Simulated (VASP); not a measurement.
# Ti (P6_3/mmc) in VASP: notebook

Ti is run at these levels: PBE; tasks: relaxation of the atoms.

All numbers are computed with VASP 6.6.1; they aren't measurements. Logs are shortened: lines on timing, memory, paths and dates and some standing lists are left out, and cuts for length are marked.

## 1. The cell of the first run

Symmetry: P6_3/mmc, No. 194, hexagonal system. The conventional cell has a = 2.950 Å, b = 2.950 Å, c = 4.733 Å, α = 90.00°, β = 90.00°, γ = 120.00°. Within 3.8 Å of Ti (site symmetry -6m2) lie 12 Ti at 2.92 to 2.95 Å.

## 2. Relaxation of the atoms, PBE (z stretched by +1 %)

INCAR

```
SYSTEM = Ti
ALGO     = Normal         ! electronic algorithm
EDIFF    = 1E-7           ! SCF threshold, eV
EDIFFG   = -0.02          ! ionic threshold
ENCUT    = 450            ! plane-wave cutoff, eV
GGA      = PE             ! functional
GGA_COMPAT= .FALSE.      
IBRION   = 2              ! ionic algorithm
ISIF     = 2              ! what is computed and relaxed
ISMEAR   = -1             ! smearing method
LASPH    = .TRUE.         ! aspherical terms in the spheres
LCHARG   = .FALSE.        ! write CHGCAR
LREAL    = .FALSE.        ! projectors in reciprocal space
LWAVE    = .FALSE.        ! write WAVECAR
NELM     = 120            ! most SCF steps
NELMIN   = 4            
NSW      = 80             ! ionic steps
PREC     = Accurate       ! precision mode
SIGMA    = 0.05           ! smearing width, eV
```

KPOINTS

```
k-points
0
G
  18 18 10
  0 0 0
```

POSCAR

```
Ti
1.0
    2.9499978604      0.0000000000      0.0000000000
   -1.4749989302      2.5547730882      0.0000000000
    0.0000000000      0.0000000000      4.7328600000
Ti
2
Direct
    0.3333333333      0.6666666667      0.2500000000
    0.6666666667      0.3333333333      0.7500000000
```

Potentials or basis: VASP PAW PBE potentials, release 64 (Ti_sv).

Command:

```
$ cat potpaw_PBE.64/Ti_sv/POTCAR > POTCAR
$ mpirun -np 1 vasp_std > vasp.out
```

OUTCAR:

```text
SYSTEM = Ti
   EDIFF = 1E-7
   EDIFFG = -0.02
   ENCUT = 450
   GGA = PE
   IBRION = 2
   ISIF = 2
   ISMEAR = -1
   LASPH = .TRUE.
   LREAL = .FALSE.
   NELM = 120
   NELMIN = 4
   NSW = 80
   PREC = Accurate

 ion  position               nearest neighbor table
   1  0.333  0.667  0.250-   2 2.92   2 2.92   2 2.92   2 2.92   2 2.92   2 2.92
   2  0.667  0.333  0.750-   1 2.92   1 2.92   1 2.92   1 2.92   1 2.92   1 2.92

  LATTYP: Found a hexagonal cell.
 ALAT       =     2.9499978604
 C/A-ratio  =     1.6043604857

  Lattice vectors:

 A1 = (   2.9499978604,   0.0000000000,   0.0000000000)
 A2 = (  -1.4749989302,   2.5547730882,   0.0000000000)
 A3 = (   0.0000000000,   0.0000000000,   4.7328600000)

Analysis of symmetry for initial positions (statically):
=====================================================================
 Subroutine PRICEL returns:
 Original cell was already a primitive cell.

 Routine SETGRP: Setting up the symmetry group for a
 hexagonal supercell.

 Subroutine GETGRP returns: Found 24 space group operations
 (whereof 12 operations were pure point group operations)
 out of a pool of 24 trial point group operations.

The static configuration has the point symmetry D_3d.
 The point group associated with its full space group is D_6h.

Analysis of symmetry for dynamics (positions and initial velocities):
=====================================================================
 Subroutine PRICEL returns:
 Original cell was already a primitive cell.

 Routine SETGRP: Setting up the symmetry group for a
 hexagonal supercell.

 Subroutine GETGRP returns: Found 24 space group operations
 (whereof 12 operations were pure point group operations)
 out of a pool of 24 trial point group operations.

The dynamic configuration has the point symmetry D_3d.
 The point group associated with its full space group is D_6h.

 Subroutine INISYM returns: Found 24 space group operations
 (whereof 12 operations are pure point group operations),
 and found     1 'primitive' translations

----------------------------------------------------------------------------------------

                                     Primitive cell

  volume of cell :      35.6696

  direct lattice vectors                    reciprocal lattice vectors
     2.949997860  0.000000000  0.000000000     0.338983297  0.195712098  0.000000000
    -1.474998930  2.554773088  0.000000000     0.000000000  0.391424195  0.000000000
     0.000000000  0.000000000  4.732860000     0.000000000  0.000000000  0.211288735

  length of vectors
     2.949997860  2.949997860  4.732860000     0.391424195  0.391424195  0.211288735

  position of ions in fractional coordinates (direct lattice)
     0.333333333  0.666666667  0.250000000
     0.666666667  0.333333333  0.750000000

  ion indices of the primitive-cell ions
   primitive index   ion index
                 1           1
                 2           2

----------------------------------------------------------------------------------------

 KPOINTS: k-points

Automatic generation of k-mesh.
 Grid dimensions read from file:
 generate k-points for:   18   18   10

 Generating k-lattice:

  Cartesian coordinates                     Fractional coordinates (reciprocal lattice)
     0.018832405  0.010872894  0.000000000     0.055555556  0.000000000  0.000000000
     0.000000000  0.021745789  0.000000000     0.000000000  0.055555556  0.000000000
     0.000000000  0.000000000  0.021128873     0.000000000  0.000000000  0.100000000

  Length of vectors
     0.021745789  0.021745789  0.021128873

  Shift w.r.t. Gamma in fractional coordinates (k-lattice)
     0.000000000  0.000000000  0.000000000

 Subroutine IBZKPT returns following result:
 ===========================================

 Found    222 irreducible k-points:

 Following reciprocal coordinates:
            Coordinates               Weight
  0.000000  0.000000  0.000000      1.000000
  0.055556 -0.000000  0.000000      6.000000
  0.111111 -0.000000  0.000000      6.000000
  0.166667 -0.000000  0.000000      6.000000
  0.222222 -0.000000  0.000000      6.000000
  0.277778 -0.000000  0.000000      6.000000
[... 16 lines left out ...]
  0.333333  0.111111  0.000000     12.000000
  0.388889  0.111111  0.000000     12.000000
 [... further k-points ...]
   k-points           NKPTS =    222   k-points in BZ     NKDIM =    222   number of bands    NBANDS=     16
   number of dos      NEDOS =    301   number of ions     NIONS =      2
   total plane-waves  NPLWV =  14400
   dimension x,y,z NGX =    20 NGY =   20 NGZ =   36
   dimension x,y,z NGXF=    40 NGYF=   40 NGZF=   72
   ions per type =               2
   NGX,Y,Z   is equivalent  to a cutoff of  11.27, 11.27, 12.65 a.u.
   NGXF,Y,Z  is equivalent  to a cutoff of  22.54, 22.54, 25.29 a.u.
 SYSTEM =  Ti
   PREC   = accura    normal or accurate (medium, high low for compatibility)
   ISTART =      0    job   : 0-new  1-cont  2-samecut
   ICHARG =      2    charge: 1-file 2-atom 10-const
   ISPIN  =      1    spin polarized calculation?
   LNONCOLLINEAR =      F non collinear calculations
   LSORBIT =      F    spin-orbit coupling
   LASPH  =      T    aspherical Exc in radial PAW
   ENCUT  =  450.0 eV  33.07 Ry    5.75 a.u.   5.10  5.10  8.19*2*pi/ulx,y,z
   NELM   =    120;   NELMIN=  4; NELMDL= -5     # of ELM steps
   EDIFF  = 0.1E-06   stopping-criterion for ELM
   LREAL  =      F    real-space projection
   EDIFFG = -.2E-01   stopping-criterion for IOM
   NSW    =     80    number of steps for IOM
   IBRION =      2    ionic relax: 0-MD 1-quasi-New 2-CG
   NFREE  =      1    steps in history (QN), initial steepest desc. (CG)
   ISIF   =      2    stress and relaxation
   ISYM   =      2    0-nonsym 1-usesym 2-fastsym
   POTIM  = 0.5000    time-step for ionic-motion
   TEBEG  =    0.0;   TEEND  =   0.0 temperature during run
   PSTRESS=    0.0 pullay stress
   NELECT =      24.0000    total number of electrons
   NUPDOWN=      -1.0000    fix difference up-down
   EMIN   =  10.00;   EMAX   =-10.00  energy-range for DOS
   EFERMI =   0.00;   METHOD = LEGACY
   ISMEAR =    -1;   SIGMA  =   0.05  broadening in eV -4-tet -1-fermi 0-gaus
   EFERMI_NEDOS =   21; number of points for ismear=-14 and -15
   IALGO  =     38    algorithm
   IMIX   =      4    mixing-type and parameters
     AMIX     =   0.40;   BMIX     =  1.00
     AMIX_MAG =   1.60;   BMIX_MAG =  1.00
  volume/ion in A,a.u.               =      17.83       120.36
  Fermi-wavevector in a.u.,A,eV,Ry     =   1.434540  2.710888 27.999500  2.057905
  Thomas-Fermi vector in A             =   2.553937
   LORBIT       =      0    0 simple, 1 ext, 2 COOP (PROOUT), +10 PAW based schemes
   GGA     = PE    functional components
   LHFCALC =     F    Hartree Fock is set to
   AEXX    =    0.0000 exact exchange contribution
   IVDW    =     0    specifies the selected vdW correction
   LEPSILON=     F    determine dielectric tensor
   LRPA    =     F    only Hartree local field effects (RPA)
 conjugate gradient relaxation of ions
 non-spin polarized calculation
  energy-cutoff  :      450.00
  volume of cell :       35.67
 maximum number of plane-waves:       788
   NGX = 11   NGY = 11   NGZ = 17

 number of electron      23.9999991 magnetization

 Free energy of the ion-electron system (eV)
  ---------------------------------------------------
  ext. energy  EPLUGINS =         0.00000000
  ---------------------------------------------------
  free energy    TOTEN  =       -15.66576439 eV

  energy without entropy =      -15.64809549  energy(sigma->0) =      -15.65692994

 E-fermi :   8.0602     XC(G=0): -11.3732

 val. band max:        8.0576685530   @ k =   0.1667  -0.0000   0.4000
 cond. band min:       8.0687369925   @ k =   0.1667  -0.0000   0.0000
 fundamental gap:      0.0110684395
 Fermi energy:         8.0602378735

 k-point     1 :       0.0000    0.0000    0.0000
  band No.  band energies     occupation
      1     -48.8394      2.00000
      2     -48.7223      2.00000
      3     -25.3916      2.00000
      4     -24.7991      2.00000
      5     -24.7991      2.00000
      6     -24.7592      2.00000
[... 8 lines left out ...]
     15       9.2914      0.00000
     16       9.2914      0.00000

 k-point     2 :       0.0556   -0.0000    0.0000
  band No.  band energies     occupation
      1     -48.8363      2.00000
      2     -48.7210      2.00000
      3     -25.3854      2.00000
      4     -24.8124      2.00000
      5     -24.8035      2.00000
      6     -24.7617      2.00000
[... 8 lines left out ...]
     15       9.2470      0.00000
     16       9.3451      0.00000

 k-point     3 :       0.1111   -0.0000    0.0000
  band No.  band energies     occupation
      1     -48.8283      2.00000
      2     -48.7176      2.00000
      3     -25.3672      2.00000
      4     -24.8508      2.00000
      5     -24.8158      2.00000
      6     -24.7690      2.00000
[... 8 lines left out ...]
     15       9.2347      0.00000
     16       9.5043      0.00000

 k-point     4 :       0.1667   -0.0000    0.0000
  band No.  band energies     occupation
      1     -48.8157      2.00000
      2     -48.7127      2.00000
      3     -25.3381      2.00000
      4     -24.9100      2.00000
      5     -24.8343      2.00000
      6     -24.8253      2.00000
[... 8 lines left out ...]
     15       9.3493      0.00000
     16       9.3523      0.00000
[... 324 lines left out ...]
 k-point    22 :       0.2778    0.1111    0.0000
  band No.  band energies     occupation
      1     -48.7593      2.00000
      2     -48.6961      2.00000
      3     -25.1955      2.00000
      4     -25.1273      2.00000
      5     -25.0534      2.00000
      6     -24.9121      2.00000
[... 8 lines left out ...]
     15       8.9875      0.00000
     16      10.2743      0.00000

 k-point    23 :       0.3333    0.1111    0.0000
  band No.  band energies     occupation
      1     -48.7440      2.00000
      2     -48.6943      2.00000
      3     -25.1832      2.00000
      4     -25.1509      2.00000
      5     -25.0922      2.00000
      6     -24.9382      2.00000
[... 8 lines left out ...]
     15       8.9955      0.00000
     16      10.6738      0.00000

 k-point    24 :       0.3889    0.1111    0.0000
  band No.  band energies     occupation
      1     -48.7328      2.00000
      2     -48.6945      2.00000
      3     -25.2196      2.00000
      4     -25.1176      2.00000
      5     -25.1150      2.00000
      6     -24.9550      2.00000
[... 8 lines left out ...]
     15       9.1429      0.00000
     16      11.0571      0.00000

 [... further k-points ...]

------------------------ aborting loop because EDIFF is reached ----------------------------------------

  FORCE on cell =-STRESS in cart. coord.  units (eV):
  Direction    XX          YY          ZZ          XY          YZ          ZX
  --------------------------------------------------------------------------------------
  -------------------------------------------------------------------------------------
  Total       -0.6108420     -0.6108420     -0.9584615      0.0000000     -0.0000000      0.0000000
  in kB      -27.4373241    -27.4373241    -43.0514284      0.0000000     -0.0000000      0.0000000
  external PRESSURE =     -32.6420255 kB  Pullay stress =       0.0000000 kB

 VOLUME and BASIS-vectors are now :
 -----------------------------------------------------------------------------
  energy-cutoff  :      450.00
  volume of cell :       35.67
      direct lattice vectors                 reciprocal lattice vectors
     2.949997860  0.000000000  0.000000000     0.338983297  0.195712098  0.000000000
    -1.474998930  2.554773088  0.000000000     0.000000000  0.391424195  0.000000000
     0.000000000  0.000000000  4.732860000     0.000000000  0.000000000  0.211288735

 POSITION                                       TOTAL-FORCE (eV/Angst)
 -----------------------------------------------------------------------------------
     -0.00000      1.70318      1.18321        -0.000000      0.000000      0.000000
      1.47500      0.85159      3.54964         0.000000     -0.000000      0.000000
 -----------------------------------------------------------------------------------
    total drift:                               -0.000000      0.000000     -0.000000

  FREE ENERGIE OF THE ION-ELECTRON SYSTEM (eV)
  ---------------------------------------------------
  free  energy   TOTEN  =       -15.6657643909 eV

  energy  without entropy=      -15.6480954940  energy(sigma->0) =      -15.65692994

 reached required accuracy - stopping structural energy minimisation
```

Run time: 43 s. Hardware: 1 thread of Intel Xeon 6975P-C (Granite Rapids), shared host; peak memory 0.2 GiB.

Results:

```
Free energy             : -15.6658 eV
Pressure after relaxing : -3.3 GPa
Band gap on the k mesh  : zero (bands 12 and 13 overlap by 1.11 eV)
```

Final structure:
```
Ti
1.0
     2.95000    0.00000    0.00000
    -1.47500    2.55477    0.00000
     0.00000    0.00000    4.73286
Ti
2
Direct
  0.33333 0.66667 0.25000
  0.66667 0.33333 0.75000
```

Caveat: the cell differs from its parent crystal (z stretched by +1 %); the relaxation stopped at its first step, so nothing moved.

(Part 1 of 2 ends here.)
